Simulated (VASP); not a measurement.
MgS: relaxation of cell and atoms with PBE

Crystal: MgS.

```
CELL_PARAMETERS angstrom
3.27297 0.00000 0.00000
0.00000 3.27297 0.00000
0.00000 0.00000 3.27297
ATOMIC_POSITIONS crystal
Mg 0.00000 0.00000 0.00000
S 0.50000 0.50000 0.50000
```

```yaml
Program: VASP 6.6.1
Task: relaxation of cell and atoms
Functional: PBE
Potentials_or_basis: VASP PAW PBE potentials, release 64 (Mg, S)
Cutoff: 600 eV
k_mesh: 16 × 16 × 16
Occupations: gaussian, width 0.1 eV
Spin: no spin polarisation
Dipole_correction: no
Further_INCAR_settings: ALGO = Normal; EDIFF = 1e-07; IBRION = 2; EDIFFG = -0.01; NSW = 100; ISIF = 3
```

```json
{"Relaxed volume": "17.50 Å³/atom", "Relaxed cell": "a = 3.271 Å, b = 3.271 Å, c = 3.271 Å, α = 90.00°, β = 90.00°, γ = 90.00°", "Space group after relaxing (to 0.05 Å)": "Pm-3m (No. 221)", "Energy gained by relaxing": "0.0 meV/atom", "Ionic steps": "2", "Pressure after relaxing": "0.0 GPa", "Band gap on the k mesh": "zero (band 4 reaches 5.40 eV, above the bottom of band 5 at 5.16 eV)"}
```

Final structure:
```xyz
2
Lattice="3.2709 0.0000 0.0000 0.0000 3.2709 0.0000 0.0000 0.0000 3.2709" Properties=species:S:1:pos:R:3 pbc="T T T"
Mg    0.0000    0.0000    0.0000
S     1.6355    1.6355    1.6355
```

Levels at points of the mesh, in eV from the Fermi level:
| k point | band 1 | band 2 | band 3 | band 4 | band 5 | band 6 | band 7 | band 8 |
| --- | --- | --- | --- | --- | --- | --- | --- | --- |
| (0.00, 0.00, 0.00) | -13.92 | -1.27 | -1.27 | -1.27 | 0.83 | 4.43 | 4.43 | 12.47 |
| (0.50, 0.00, 0.00) | -12.76 | -6.59 | -0.53 | -0.53 | 3.86 | 6.23 | 7.24 | 7.46 |
| (0.50, 0.50, 0.00) | -11.81 | -4.96 | -4.96 | -0.37 | 0.19 | 7.66 | 8.40 | 8.40 |
| (0.50, 0.50, 0.50) | -10.93 | -3.69 | -3.69 | -3.69 | 1.70 | 1.70 | 1.70 | 5.29 |

Wall time 110 s on 1 thread of Intel Xeon 6975P-C (shared host), peak memory 0.21 GiB.
